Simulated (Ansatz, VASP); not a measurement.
# TiN in VASP and in Ansatz

Contents of INCAR:

```
PREC = Accurate
ENCUT = 520
EDIFF = 1E-8
ISMEAR = -1
SIGMA = 0.05
LREAL = False
LASPH = True
NELM = 80
ALGO = Normal
ISIF = 2
LWAVE = False
LCHARG = False
GGA = PS
LEFG = True
NBANDS = 16
```

The input KPOINTS:

```
regular mesh
0
Gamma
  17 17 17
```

POSCAR

```
TiN
1.0
    0.0000000000      2.1499242549      2.1499242549
    2.1499242549      0.0000000000      2.1499242549
    2.1499242549      2.1499242549      0.0000000000
Ti N
1 1
Direct
    0.0000000000      0.0000000000      0.0000000000
    0.5000000000      0.5000000000      0.5000000000
```

Input for Ansatz:

```yaml
crystal:
  lattice:
    - [0.0, 2.1499242549, 2.1499242549]
    - [2.1499242549, 0.0, 2.1499242549]
    - [2.1499242549, 2.1499242549, 0.0]
  atoms:
    - { symbol: Ti, position: [0.0, 0.0, 0.0] }
    - { symbol: "N", position: [0.5, 0.5, 0.5] }
kpoints:
  mp_grid: { grid: [17, 17, 17] }
scf:
  occupations: { method: fermi_dirac, width: 0.05 }
hamiltonian:
  xc: pbesol
  pseudopotentials: { kind: all_electron, datasets: crystal }
output:
  forces: true
  stress: true
  eigenvalues: true
  efg: { contact_densities: true }
```

Change from the starting cell: volume scaled by 1.04, crystal datasets.

Alike in both runs: task electric field gradients; functional PBEsol; k mesh 17 × 17 × 17; occupations fermi-dirac, width 0.05 eV; no spin polarisation.

|  | VASP | Ansatz |
| --- | --- | --- |
| version | VASP 6.6.1 | Ansatz 0.2.0 |
| potentials or method | VASP PAW PBE potentials, release 64 (Ti_sv, N), cutoff 520 eV | all-electron PAW with datasets made for the crystal, scalar-relativistic |

|  | VASP | Ansatz | Ansatz less VASP |
| --- | --- | --- | --- |
| pressure (GPa) | -17.1 | -17.6 | -0.47 |

VASP's potentials were made for PBE, not for PBEsol. Ansatz ran all-electron here, and VASP with PAW potentials.
